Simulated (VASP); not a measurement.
Set up this calculation in VASP 6.6.1, as the native input.

```
Task                   : single point
Functional             : PBE
Potentials or basis    : VASP PAW PBE potentials, release 64 (Na_pv, B)
Cutoff                 : 500 eV
k mesh                 : 9 × 9 × 9
Occupations            : methfessel-paxton, width 0.1 eV
Spin                   : no spin polarisation
Dipole correction      : no
Further INCAR settings : ALGO = Normal; EDIFF = 1e-06; NBANDS = 12
```

The structure of NaB lies in POSCAR:

```
NaB
1.0
    0.0000000000      2.6838690000      2.6838690000
    2.6838690000      0.0000000000      2.6838690000
    2.6838690000      2.6838690000      0.0000000000
Na B
1 1
Direct
    0.0000000000      0.0000000000      0.0000000000
    0.5000000000      0.5000000000      0.5000000000
```

The input as run:

INCAR

```
SYSTEM = NaB
  ALGO = Normal
  EDIFF = 1E-6
  ENCUT = 500
  GGA = PE
  GGA_COMPAT = .False.
  ISIF = 2
  ISMEAR = 1
  LASPH = .True.
  LCHARG = .True.
  LELF = .True.
  LREAL = .False.
  LVHAR = .True.
  LWAVE = .False.
  NBANDS = 12
  NELM = 120
  PREC = Accurate
  SIGMA = 0.1
```

KPOINTS

```
k-points
0
Gamma
  9 9 9
  0 0 0
```

Potentials or basis: VASP PAW PBE potentials, release 64 (Na_pv, B).

The run is started by

```console
$ cat potpaw_PBE.64/Na_pv/POTCAR potpaw_PBE.64/B/POTCAR > POTCAR
$ mpirun -np 1 vasp_std > vasp.out
```

Results of the run:

```json
{"Pressure": "0.1 GPa", "Band gap on the k mesh": "zero (band 5 reaches 3.13 eV, above the bottom of band 6 at 0.14 eV)"}
```

Run time: 10 s on 1 thread of Intel(R) Xeon(R) Platinum 8375C CPU @ 2.90GHz (Ice Lake), on a shared host, peak memory 0.15 GiB.
